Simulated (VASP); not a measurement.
# O (Im-3m) in VASP: further runs

Runs on O. Level: PBE. Tasks: single point, relaxation of cell and atoms.

Everything below comes from runs of VASP 6.6.1. Logs are shortened: lines on timing, memory, paths and dates and some standing lists are left out, and cuts for length are marked.

## Step 1: The cell of the first run

It takes space group Im-3m (No. 229, cubic). The conventional cell has a = 2.499 Å, b = 2.499 Å, c = 2.499 Å, α = 90.00°, β = 90.00°, γ = 90.00°. Within 2.9 Å of O (site symmetry m-3m) lie 14 O at 2.16 to 2.50 Å.

## Step 2: Single point, PBE

File INCAR:

```
SYSTEM = O
PREC = Accurate
ENCUT = 520
EDIFF = 1E-7
ISMEAR = 0
SIGMA = 0.05
LREAL = .False.
LASPH = .True.
NELM = 80
ALGO = Normal
ISIF = 2
LWAVE = .False.
LCHARG = .False.
GGA = PE
NBANDS = 9
```

File KPOINTS:

```
regular mesh
0
Gamma
  15 15 15
  0 0 0
```

File POSCAR:

```
O
1.0
   -1.2495424671      1.2495424671      1.2495424671
    1.2495424671     -1.2495424671      1.2495424671
    1.2495424671      1.2495424671     -1.2495424671
O
1
Direct
    0.0000000000      0.0000000000      0.0000000000
```

Potentials or basis: VASP PAW PBE potentials, release 64 (O).

The run is started by

```
$ cat potpaw_PBE.64/O/POTCAR > POTCAR
$ mpirun -np 1 vasp_std > vasp.out
```

OUTCAR:

```text
SYSTEM = O
   PREC = Accurate
   ENCUT = 520
   EDIFF = 1E-7
   ISMEAR = 0
   LREAL = .False.
   LASPH = .True.
   NELM = 80
   ISIF = 2
   GGA = PE

 ion  position               nearest neighbor table
   1  0.000  0.000  0.000-

  LATTYP: Found a body centered cubic cell.
 ALAT       =     2.4990849342

  Lattice vectors:

 A1 = (  -1.2495424671,   1.2495424671,   1.2495424671)
 A2 = (   1.2495424671,  -1.2495424671,   1.2495424671)
 A3 = (   1.2495424671,   1.2495424671,  -1.2495424671)

Analysis of symmetry for initial positions (statically):
=====================================================================
 Subroutine PRICEL returns:
 Original cell was already a primitive cell.

 Routine SETGRP: Setting up the symmetry group for a
 body centered cubic supercell.

 Subroutine GETGRP returns: Found 48 space group operations
 (whereof 48 operations were pure point group operations)
 out of a pool of 48 trial point group operations.

The static configuration has the point symmetry O_h .

Analysis of symmetry for dynamics (positions and initial velocities):
=====================================================================
 Subroutine PRICEL returns:
 Original cell was already a primitive cell.

 Routine SETGRP: Setting up the symmetry group for a
 body centered cubic supercell.

 Subroutine GETGRP returns: Found 48 space group operations
 (whereof 48 operations were pure point group operations)
 out of a pool of 48 trial point group operations.

The dynamic configuration has the point symmetry O_h .

 Subroutine INISYM returns: Found 48 space group operations
 (whereof 48 operations are pure point group operations),
 and found     1 'primitive' translations

----------------------------------------------------------------------------------------

                                     Primitive cell

  volume of cell :       7.8039

  direct lattice vectors                    reciprocal lattice vectors
    -1.249542467  1.249542467  1.249542467     0.000000000  0.400146464  0.400146464
     1.249542467 -1.249542467  1.249542467     0.400146464  0.000000000  0.400146464
     1.249542467  1.249542467 -1.249542467     0.400146464  0.400146464  0.000000000

  length of vectors
     2.164271039  2.164271039  2.164271039     0.565892557  0.565892557  0.565892557

  position of ions in fractional coordinates (direct lattice)
     0.000000000  0.000000000  0.000000000

  ion indices of the primitive-cell ions
   primitive index   ion index
                 1           1

----------------------------------------------------------------------------------------

 KPOINTS: regular mesh

Automatic generation of k-mesh.
 Grid dimensions read from file:
 generate k-points for:   15   15   15

 Generating k-lattice:

  Cartesian coordinates                     Fractional coordinates (reciprocal lattice)
     0.000000000  0.026676431  0.026676431     0.066666667  0.000000000  0.000000000
     0.026676431  0.000000000  0.026676431     0.000000000  0.066666667  0.000000000
     0.026676431  0.026676431  0.000000000     0.000000000  0.000000000  0.066666667

  Length of vectors
     0.037726170  0.037726170  0.037726170

  Shift w.r.t. Gamma in fractional coordinates (k-lattice)
     0.000000000  0.000000000  0.000000000

 Subroutine IBZKPT returns following result:
 ===========================================

 Found    120 irreducible k-points:

 Following reciprocal coordinates:
            Coordinates               Weight
  0.000000  0.000000  0.000000      1.000000
  0.066667  0.000000  0.000000     12.000000
  0.133333  0.000000  0.000000     12.000000
  0.200000  0.000000  0.000000     12.000000
  0.266667  0.000000  0.000000     12.000000
  0.333333  0.000000  0.000000     12.000000
[... 16 lines left out ...]
  0.333333  0.200000  0.000000     48.000000
  0.400000  0.200000  0.000000     24.000000
 [... further k-points ...]
   k-points           NKPTS =    120   k-points in BZ     NKDIM =    120   number of bands    NBANDS=      9
   number of dos      NEDOS =    301   number of ions     NIONS =      1
   total plane-waves  NPLWV =   4096
   dimension x,y,z NGX =    16 NGY =   16 NGZ =   16
   dimension x,y,z NGXF=    32 NGYF=   32 NGZF=   32
   ions per type =               1
   NGX,Y,Z   is equivalent  to a cutoff of  12.29, 12.29, 12.29 a.u.
   NGXF,Y,Z  is equivalent  to a cutoff of  24.58, 24.58, 24.58 a.u.
 SYSTEM =  O
   PREC   = accura    normal or accurate (medium, high low for compatibility)
   ISTART =      0    job   : 0-new  1-cont  2-samecut
   ICHARG =      2    charge: 1-file 2-atom 10-const
   ISPIN  =      1    spin polarized calculation?
   LNONCOLLINEAR =      F non collinear calculations
   LSORBIT =      F    spin-orbit coupling
   LASPH  =      T    aspherical Exc in radial PAW
   ENCUT  =  520.0 eV  38.22 Ry    6.18 a.u.   4.02  4.02  4.02*2*pi/ulx,y,z
   NELM   =     80;   NELMIN=  2; NELMDL= -5     # of ELM steps
   EDIFF  = 0.1E-06   stopping-criterion for ELM
   LREAL  =      F    real-space projection
   EDIFFG = 0.1E-05   stopping-criterion for IOM
   NSW    =      0    number of steps for IOM
   IBRION =     -1    ionic relax: 0-MD 1-quasi-New 2-CG
   NFREE  =      0    steps in history (QN), initial steepest desc. (CG)
   ISIF   =      2    stress and relaxation
   ISYM   =      2    0-nonsym 1-usesym 2-fastsym
   POTIM  = 0.5000    time-step for ionic-motion
   TEBEG  =    0.0;   TEEND  =   0.0 temperature during run
   PSTRESS=    0.0 pullay stress
   NELECT =       6.0000    total number of electrons
   NUPDOWN=      -1.0000    fix difference up-down
   EMIN   =  10.00;   EMAX   =-10.00  energy-range for DOS
   EFERMI =   0.00;   METHOD = LEGACY
   ISMEAR =     0;   SIGMA  =   0.05  broadening in eV -4-tet -1-fermi 0-gaus
   EFERMI_NEDOS =   21; number of points for ismear=-14 and -15
   IALGO  =     38    algorithm
   IMIX   =      4    mixing-type and parameters
     AMIX     =   0.40;   BMIX     =  1.00
     AMIX_MAG =   1.60;   BMIX_MAG =  1.00
  volume/ion in A,a.u.               =       7.80        52.66
  Fermi-wavevector in a.u.,A,eV,Ry     =   1.499757  2.834130 30.603191  2.249271
  Thomas-Fermi vector in A             =   2.611346
   LORBIT       =      0    0 simple, 1 ext, 2 COOP (PROOUT), +10 PAW based schemes
   GGA     = PE    functional components
   LHFCALC =     F    Hartree Fock is set to
   AEXX    =    0.0000 exact exchange contribution
   IVDW    =     0    specifies the selected vdW correction
   LEPSILON=     F    determine dielectric tensor
   LRPA    =     F    only Hartree local field effects (RPA)
 non-spin polarized calculation
 Gauss-broadening in eV      SIGMA  =   0.05
  energy-cutoff  :      520.00
  volume of cell :        7.80
 maximum number of plane-waves:       236
   NGX =  7   NGY =  7   NGZ =  7

 number of electron       6.0000002 magnetization

 Free energy of the ion-electron system (eV)
  ---------------------------------------------------
  ext. energy  EPLUGINS =         0.00000000
  ---------------------------------------------------
  free energy    TOTEN  =        -2.47496738 eV

  energy without entropy =       -2.47362910  energy(sigma->0) =       -2.47429824

 E-fermi :   2.2019     XC(G=0): -12.2013

 val. band max:        2.1774668272   @ k =   0.2000   0.1333   0.0667
 cond. band min:       2.2086122827   @ k =   0.2667   0.0667   0.0667
 fundamental gap:      0.0311454555
 Fermi energy:         2.2018801213

 k-point     1 :       0.0000    0.0000    0.0000
  band No.  band energies     occupation
      1     -19.1255      2.00000
      2       4.1053      0.00000
      3       4.1053      0.00000
      4       4.1053      0.00000
      5      20.9133      0.00000
      6      38.4826      0.00000
      7      38.4826      0.00000
      8      38.4826      0.00000
      9      42.3740      0.00000

 k-point     2 :       0.0667    0.0000    0.0000
  band No.  band energies     occupation
      1     -18.9876      2.00000
      2       3.7527      0.00000
      3       4.0057      0.00000
      4       4.0908      0.00000
      5      21.1671      0.00000
      6      37.0581      0.00000
      7      37.3607      0.00000
      8      38.8923      0.00000
      9      40.8779      0.00000

 k-point     3 :       0.1333    0.0000    0.0000
  band No.  band energies     occupation
      1     -18.5797      2.00000
      2       2.7739      0.00000
      3       3.7314      0.00000
      4       4.0494      0.00000
      5      21.8299      0.00000
      6      33.8229      0.00000
      7      35.3572      0.00000
      8      40.0864      0.00000
      9      40.1449      0.00000

 k-point     4 :       0.2000    0.0000    0.0000
  band No.  band energies     occupation
      1     -17.9239      2.00000
      2       1.3491      2.00000
      3       3.3443      0.00000
      4       3.9868      0.00000
      5      22.6426      0.00000
      6      30.9183      0.00000
      7      33.4468      0.00000
      8      39.3778      0.00000
      9      41.9646      0.00000
[... 205 lines left out ...]
 k-point    22 :       0.2667    0.2000    0.0000
  band No.  band energies     occupation
      1     -15.0089      2.00000
      2      -2.5226      2.00000
      3       0.9185      2.00000
      4       3.2492      0.00000
      5      24.7421      0.00000
      6      26.7063      0.00000
      7      29.1238      0.00000
      8      40.8899      0.00000
      9      47.7372      0.00000

 k-point    23 :       0.3333    0.2000    0.0000
  band No.  band energies     occupation
      1     -14.3204      2.00000
      2      -3.2724      2.00000
      3       0.3698      2.00000
      4       3.1681      0.00000
      5      24.4254      0.00000
      6      27.1656      0.00000
      7      28.5572      0.00000
      8      41.4524      0.00000
      9      47.9712      0.00000

 k-point    24 :       0.4000    0.2000    0.0000
  band No.  band energies     occupation
      1     -14.0493      2.00000
      2      -3.5684      2.00000
      3       0.1784      2.00000
      4       3.1401      0.00000
      5      24.2578      0.00000
      6      27.6326      0.00000
      7      28.1315      0.00000
      8      41.6660      0.00000
      9      47.7890      0.00000

 [... further k-points ...]
[... 5 lines left out ...]
  --------------------------------------------------------------------------------------
  -------------------------------------------------------------------------------------
  Total       -0.0255258     -0.0255258     -0.0255258     -0.0000000     -0.0000000     -0.0000000
  in kB       -5.2405534     -5.2405534     -5.2405534     -0.0000000     -0.0000000     -0.0000000
  external PRESSURE =      -5.2405534 kB  Pullay stress =       0.0000000 kB

 VOLUME and BASIS-vectors are now :
 -----------------------------------------------------------------------------
  energy-cutoff  :      520.00
  volume of cell :        7.80
      direct lattice vectors                 reciprocal lattice vectors
    -1.249542467  1.249542467  1.249542467     0.000000000  0.400146464  0.400146464
     1.249542467 -1.249542467  1.249542467     0.400146464  0.000000000  0.400146464
     1.249542467  1.249542467 -1.249542467     0.400146464  0.400146464  0.000000000

 POSITION                                       TOTAL-FORCE (eV/Angst)
 -----------------------------------------------------------------------------------
      0.00000      0.00000      0.00000        -0.000000      0.000000     -0.000000
 -----------------------------------------------------------------------------------
    total drift:                                0.000000      0.000000      0.000000

  FREE ENERGIE OF THE ION-ELECTRON SYSTEM (eV)
  ---------------------------------------------------
  free  energy   TOTEN  =        -2.4749673831 eV

  energy  without entropy=       -2.4736290989  energy(sigma->0) =       -2.47429824
```

Wall time 8.8 s (1 thread of Intel Xeon 8259CL, shared host); peak memory 0.11 GiB.

Results:

```yaml
Free_energy: -2.4750 eV
Pressure: -0.5 GPa
Band_gap_on_the_k_mesh: zero (band 3 reaches 4.11 eV, above the bottom of band 4 at -0.67 eV)
```

(Part 1 of 2 ends here.)
